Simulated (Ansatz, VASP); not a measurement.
**Sc in VASP and in Ansatz**

```
Sc
1.0
     3.00008    0.00000    0.00000
     0.00000    3.00008    0.00000
     0.00000    0.00000    3.00008
Sc
1
Cartesian
  0.0000 0.0000 0.0000
```

Alike in both runs: task relaxation of cell and atoms; functional r2SCAN; k mesh 10 × 10 × 10; occupations fermi-dirac, width 0.1 eV; no spin polarisation.

|  | VASP | Ansatz |
| --- | --- | --- |
| version | VASP 6.6.1 | Ansatz 0.2.0 |
| potentials or method | VASP PAW PBE potentials, release 64 (Sc_sv), cutoff 600 eV | plane waves (500 eV) with PAW, scalar-relativistic |
| valence electrons in the cell | 11 | 11 |

```tsv
	VASP	Ansatz	Ansatz less VASP
relaxed volume (Å³/atom)	26.15	25.98	-0.168
relaxed cell length with the largest relative difference (Å)	2.968	2.962	-0.0064
```

VASP's potentials were made for PBE, not for r2SCAN.
